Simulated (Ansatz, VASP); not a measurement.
**Li2S: VASP beside Ansatz**

POSCAR

```
Li2S
1.0
    0.0000000000      2.8540007422      2.8540007422
    2.8540007422      0.0000000000      2.8540007422
    2.8540007422      2.8540007422      0.0000000000
Li S
2 1
Direct
    0.2500000000      0.2500000000      0.2500000000
    0.7500000000      0.7500000000      0.7500000000
    0.0000000000      0.0000000000      0.0000000000
```

INCAR.step1

```
PREC = Accurate ; ENCUT = 650
EDIFF = 1E-5 ; ISMEAR = 0
SIGMA = 0.05 ; LREAL = F
LASPH = T ; NELM = 120
ALGO = Normal ; ISIF = 2
LWAVE = T ; NBANDS = 13
GGA = PE ; GGA_COMPAT = F
```

INCAR.step2

```
PREC = Accurate ; ENCUT = 650
EDIFF = 1E-6 ; ISMEAR = 0
SIGMA = 0.05 ; LREAL = F
LASPH = T ; NELM = 120
ALGO = Normal ; ISIF = 2
LWAVE = F ; LCHARG = T
GGA = PE ; LHFCALC = T
AEXX = 0.15 ; HFSCREEN = 0.1
PRECFOCK = Normal ; LELF = T
LVHAR = T ; NBANDS = 13
ISTART = 1 ; GGA_COMPAT = F
```

Contents of KPOINTS:

```
regular mesh
0
Gamma
  4 4 4
```

Input for Ansatz:

```yaml
crystal:
  lattice:
    - [0.0, 2.8540007422, 2.8540007422]
    - [2.8540007422, 0.0, 2.8540007422]
    - [2.8540007422, 2.8540007422, 0.0]
  atoms:
    - { symbol: Li, position: [0.25, 0.25, 0.25] }
    - { symbol: Li, position: [0.75, 0.75, 0.75] }
    - { symbol: S, position: [0.0, 0.0, 0.0] }
basis:
  ecutwfc: 420
  ecutrho_ratio: 4
kpoints:
  mp_grid: { grid: [4, 4, 4] }
hamiltonian:
  xc: { preset: hse06, exx: { coeff: 0.15, omega: 0.1 } }
scf:
  occupations: { method: gaussian, width: 0.05 }
  n_extra_bands: 10
output:
  forces: true
  stress: true
  eigenvalues: true
  populations: true
  dos: { projected: true, de: 0.02 }
  write_density: true
  write_potential: true
  elf: true
  volumetric_format: npy
```

Alike in both runs: task single point; functional PBE-based screened hybrid; k mesh 4 × 4 × 4; occupations gaussian, width 0.05 eV; no spin polarisation.

|  | VASP | Ansatz |
| --- | --- | --- |
| version | VASP 6.6.1 | Ansatz 0.2.0 |
| potentials or method | VASP PAW PBE potentials, release 64 (Li_sv, S), cutoff 650 eV | scalar-relativistic, plane waves, PAW |
| valence electrons in the cell | 12 | 12 |

```csv
,VASP,Ansatz,Ansatz less VASP
gap on the k mesh at the Fermi level (eV),4.15,4.15,-0.006
least direct gap on the mesh (eV),5.07,5.06,-0.015
pressure (GPa),-0.7,-0.5,+0.21
```

VASP's potentials were made for PBE, not for PBE-based screened hybrid. With one functional, cell and mesh, what is left measures potentials, basis and numerics. Ansatz's warnings: stress exchange threshold loose, stress scf threshold loose.

The k mesh is coarse, so the values compare programs but aren't converged.
